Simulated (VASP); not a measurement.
Set up this calculation in VASP 6.6.1, as the native input.

```yaml
Task: single point
Functional: PBEsol
Potentials_or_basis: VASP PAW PBE potentials, release 64 (Sc_sv)
Cutoff: 520 eV
k_mesh: 18 × 18 × 18
Occupations: gaussian, width 0.15 eV
Spin: no spin polarisation
Dipole_correction: no
Further_INCAR_settings: ALGO = Fast; EDIFF = 1e-06; NBANDS = 12
```

The structure of Sc lies in POSCAR:

```
Sc
1.0
    0.0000000000      2.2705000000      2.3386150000
    2.2705000000      0.0000000000      2.3386150000
    2.2705000000      2.2705000000      0.0000000000
Sc
1
Direct
    0.0000000000      0.0000000000      0.0000000000
```

This cell differs from its parent crystal: strain +0.000 along x and y, +0.030 along z.

The input as run:

INCAR

```
ALGO = Fast
EDIFF = 1E-6
ENCUT = 520
GGA = PS
ISIF = 2
ISMEAR = 0
LASPH = T
LCHARG = T
LELF = T
LREAL = F
LVHAR = T
LWAVE = F
NBANDS = 12
NELM = 80
PREC = Accurate
SIGMA = 0.15
```

KPOINTS

```
k-points
0
Gamma
  18 18 18
```

Potentials or basis: VASP PAW PBE potentials, release 64 (Sc_sv).

Command:

```console
$ cat potpaw_PBE.64/Sc_sv/POTCAR > POTCAR
$ mpirun -np 1 vasp_std > vasp.out
```

It gave:

```
Pressure               : -1.2 GPa
Band gap on the k mesh : zero (an odd number of electrons rules out a gap without spin polarisation)
```

Caveat: the cell differs from its parent crystal (strain +0.000 along x and y, +0.030 along z); the PAW data sets were made with another functional, which shifts forces and pressure a little.

It took 95 s on 1 thread of Oxide Virtual Turin-like Processor, with other jobs on the host, peak memory 0.21 GiB.
